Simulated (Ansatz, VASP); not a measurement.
Si2Mo in VASP and in Ansatz

```xyz
3
Lattice="-1.6000 1.6000 3.8126 1.6000 -1.6000 3.8126 1.6000 1.6000 -3.8126" Properties=species:S:1:pos:R:3 pbc="T T T"
Si    0.0000    0.0000    2.5511
Si    0.0000    0.0000    5.0741
Mo    0.0000    0.0000    0.0000
```

Change from the starting cell: z stretched by -3 %, ions relaxed.

Alike in both runs: functional PBE; k mesh 20 × 20 × 20; occupations fermi-dirac, width 0.05 eV; no spin polarisation.

Ansatz relaxed the structure, and its values are those at the end. VASP's run is a single point on that final structure, the one shown.

|  | VASP | Ansatz |
| --- | --- | --- |
| version | VASP 6.6.1 | Ansatz 0.2.0 |
| potentials or method | VASP PAW PBE potentials, release 64 (Si, Mo_sv) | plane-wave PAW, scalar-relativistic |
| plane-wave cutoff (eV) | 520 | 420 |
| valence electrons in the cell | 22 | 22 |

|  | VASP | Ansatz | Ansatz less VASP |
| --- | --- | --- | --- |
| pressure (GPa) | 10.6 | 10.4 | -0.18 |
| rms of the force components (eV/Å) | 0.009 | 0.008 | -0.0010 |

Ansatz's warnings: stress scf threshold loose.
